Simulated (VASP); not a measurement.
Set up this calculation in VASP 6.6.1, as the native input.

| Property | Result |
| --- | --- |
| Task | single point |
| Functional | PBE |
| Potentials or basis | VASP PAW PBE potentials, release 64 (Zn, S) |
| Cutoff | 520 eV |
| k mesh | 15 × 15 × 15 |
| Occupations | fermi-dirac, width 0.1 eV |
| Spin | no spin polarisation |
| Dipole correction | no |
| Further INCAR settings | ALGO = Normal; EDIFF = 1e-06; NBANDS = 16 |

The structure of ZnS (CsCl type) lies in POSCAR:

```
ZnS
1.0
    2.9223406348      0.0000000000      0.0000000000
    0.0000000000      2.9223406348      0.0000000000
    0.0000000000      0.0000000000      2.9223406348
Zn S
1 1
Direct
    0.0000000000      0.0000000000      0.0000000000
    0.5000000000      0.5000000000      0.5000000000
```

The input as run:

INCAR

```
  PREC = Accurate
  ENCUT = 520
  EDIFF = 1E-6
  ISMEAR = -1
  SIGMA = 0.1
  LREAL = F
  LASPH = T
  NELM = 60
  ALGO = Normal
  ISIF = 2
  LWAVE = F
  LCHARG = F
  GGA = PE
  NBANDS = 16
```

KPOINTS

```
regular mesh
0
Gamma
  15 15 15
```

Potentials or basis: VASP PAW PBE potentials, release 64 (Zn, S).

Run with:

```console
$ cat potpaw_PBE.64/Zn/POTCAR potpaw_PBE.64/S/POTCAR > POTCAR
$ mpirun -np 1 vasp_std > vasp.out
```

Results of the run:

* Pressure: 37.4 GPa
* Band gap on the k mesh: zero (bands 9 and 10 overlap by 1.73 eV)

Caveat: the cell stands under pressure.

It took 34 s on 1 thread of Intel Xeon 8259CL, on a shared host, peak memory 0.17 GiB.
